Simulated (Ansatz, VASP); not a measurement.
## Two plane-wave programs on TiAsW

Contents of POSCAR:

```
TiAsW
1.0
    0.0000000000      3.7483340000      0.0000000000
    3.7483340000      0.0000000000      0.0000000000
    1.8741670000      1.8741670000     -7.3142310000
W Ti As
2 2 2
Direct
    0.3209700000      0.3209700000      0.3580600000
    0.6790300000      0.6790300000      0.6419400000
    0.5000000000      0.0000000000      0.0000000000
    0.0000000000      0.5000000000      0.0000000000
    0.1302900000      0.1302900000      0.7394200000
    0.8697100000      0.8697100000      0.2605800000
```

The input INCAR.step1:

```
SYSTEM = TiAsW
PREC = Accurate
ENCUT = 520
ISMEAR = -1
SIGMA = 0.145
LREAL = .FALSE.
LASPH = .TRUE.
NELM = 60
NBANDS = 40
GGA = PE
ALGO = Normal
EDIFF = 1E-4
LWAVE = .TRUE.
LCHARG = .FALSE.
```

Contents of INCAR.step2:

```
SYSTEM = TiAsW
PREC = Accurate
ENCUT = 520
EDIFF = 1E-6
ISMEAR = -1
SIGMA = 0.145
LREAL = .FALSE.
LASPH = .TRUE.
NELM = 60
ALGO = Normal
ISIF = 2
LWAVE = .FALSE.
LCHARG = .FALSE.
METAGGA = R2SCAN
LMIXTAU = .TRUE.
NBANDS = 40
ISTART = 1
```

File KPOINTS:

```
Automatic mesh
0
G
  5 5 5
  0 0 0
```

Input for Ansatz:

```yaml
crystal:
  lattice:
    - [0.0, 3.748334, 0.0]
    - [3.748334, 0.0, 0.0]
    - [1.874167, 1.874167, -7.314231]
  atoms:
    - { symbol: W, position: [0.32097, 0.32097, 0.35806] }
    - { symbol: W, position: [0.67903, 0.67903, 0.64194] }
    - { symbol: Ti, position: [0.5, 0.0, 0.0] }
    - { symbol: Ti, position: [0.0, 0.5, 0.0] }
    - { symbol: As, position: [0.13029, 0.13029, 0.73942] }
    - { symbol: As, position: [0.86971, 0.86971, 0.26058] }
  symmetry: { tolerance: 0.0003 }
kpoints:
  mp_grid: { grid: [5, 5, 5], shift: [0, 0, 0] }
magnetization:
  spin_polarized: false
scf:
  occupations: { method: fermi_dirac, width: 0.145 }
hamiltonian:
  pseudopotentials: { kind: paw }
  xc: r2scan
basis:
  ecutwfc: 500
output:
  forces: true
  stress: true
  eigenvalues: true
```

Alike in both runs: task single point; functional r2SCAN; k mesh 5 × 5 × 5; occupations fermi-dirac, width 0.145 eV; no spin polarisation.

|  | VASP | Ansatz |
| --- | --- | --- |
| version | VASP 6.6.1 | Ansatz 0.2.0 |
| potentials or method | VASP PAW PBE potentials, release 64 (W_sv, Ti_sv, As), cutoff 520 eV | PAW plane waves |
| valence electrons in the cell | 62 | 82 |

Ansatz gave:

| Property | Result |
| --- | --- |
| gap on the k mesh at the Fermi level (eV) | none |
| pressure (GPa) | -16.7 |
| traceless stress, the component that is largest in VASP (GPa) | -5.35 |
| rms of the force components (eV/Å) | 0.408 |

Question: Estimate VASP's values.

Answer: gap on the k mesh at the Fermi level (eV): none; pressure (GPa): -16.2; traceless stress, the component that is largest in VASP (GPa): -5.34; rms of the force components (eV/Å): 0.414.

VASP's potentials were made for PBE, not for r2SCAN. Atom by atom the forces differ by 0.006 eV/Å (rms over components). A gap of «none» marks a metal or a gap that the smearing closes. With one functional, cell and mesh, what is left measures potentials, basis and numerics. VASP's potentials hold 62 valence electrons a cell and Ansatz's 82, so a difference there can come from the potentials and not from the codes.

Spin-orbit coupling is off throughout.
